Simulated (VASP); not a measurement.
Wanted: the native input for a VASP 6.6.1 run.

| Property | Result |
| --- | --- |
| Task | relaxation of shape and atoms at fixed volume |
| Functional | PBE |
| Potentials or basis | VASP PAW PBE potentials, release 64 (Zn, S) |
| Cutoff | 600 eV |
| k mesh | 10 × 10 × 6 |
| Occupations | gaussian, width 0.05 eV |
| Spin | no spin polarisation |
| Dipole correction | no |
| Further INCAR settings | ALGO = Normal; EDIFF = 1e-06; IBRION = 2; EDIFFG = -0.01; NSW = 60; ISIF = 4 |

The structure of ZnS lies in POSCAR:

```
ZnS
1.0
    3.7937713532      0.0000000000      0.0000000000
   -1.8968856766      3.2855023681      0.0000000000
    0.0000000000      0.0000000000      6.2191709519
Zn S
2 2
Direct
    0.3333333333      0.6666666667      0.0052019370
    0.6666666667      0.3333333333      0.5052019370
    0.3333333333      0.6666666667      0.3797980630
    0.6666666667      0.3333333333      0.8797980630
```

These files were run (other wordings do the same):

INCAR

```
SYSTEM = ZnS
ALGO = Normal
EDIFF = 1E-6
EDIFFG = -0.01
ENCUT = 600
GGA = PE
IBRION = 2
ISIF = 4
ISMEAR = 0
LASPH = .TRUE.
LCHARG = .FALSE.
LREAL = .FALSE.
LWAVE = .FALSE.
NELM = 100
NSW = 60
PREC = Accurate
SIGMA = 0.05
```

KPOINTS

```
k-points
0
G
  10 10 6
  0 0 0
```

Potentials or basis: VASP PAW PBE potentials, release 64 (Zn, S).

The run is started by

```bash
$ cat potpaw_PBE.64/Zn/POTCAR potpaw_PBE.64/S/POTCAR > POTCAR
$ mpirun -np 1 vasp_std > vasp.out
```

Results of the run:

```
Pressure after relaxing      : 3.3 GPa
Largest force after relaxing : 0.010 eV/Å
Band gap on the k mesh       : 2.27 eV
```

Caveat: the relaxation stopped at its first step, so nothing moved.

Wall time 57 s on 1 thread of AMD EPYC 9R45 96-Core Processor (Zen 5) (shared host), peak memory 0.23 GiB.
